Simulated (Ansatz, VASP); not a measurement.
# Mg2CdSe3: VASP beside Ansatz

```xyz
6
Lattice="4.2910 0.0000 0.0000 -2.1455 3.7161 0.0000 0.0000 0.0000 10.4817" Properties=species:S:1:pos:R:3 pbc="T T T"
Mg    2.1455    1.2387    3.5135
Mg    0.0000    2.4774    6.9392
Cd    0.0000    0.0000    0.0237
Se    0.0000    0.0000    2.7005
Se    2.1455    1.2387    6.1132
Se    0.0000    2.4774    9.5345
```

Alike in both runs: task relaxation of cell and atoms; functional PBE; k mesh 6 × 6 × 4; occupations gaussian, width 0.02 eV; no spin polarisation.

|  | VASP | Ansatz |
| --- | --- | --- |
| version | VASP 6.6.1 | Ansatz 0.2.0 |
| potentials or method | VASP PAW PBE potentials, release 64 (Mg, Cd, Se), cutoff 600 eV | scalar-relativistic, plane waves, PAW |
| valence electrons in the cell | 34 | 88 |

```csv
,VASP,Ansatz,Ansatz less VASP
"gap on the k mesh at the Fermi level, each at its own relaxed structure (eV)",1.48,1.49,+0.007
relaxed volume (Å³/atom),27.87,27.86,-0.017
relaxed cell length with the largest relative difference (Å),10.486,10.482,-0.0040
```

VASP's potentials hold 34 valence electrons a cell and Ansatz's 88, so a difference there can come from the potentials and not from the codes.
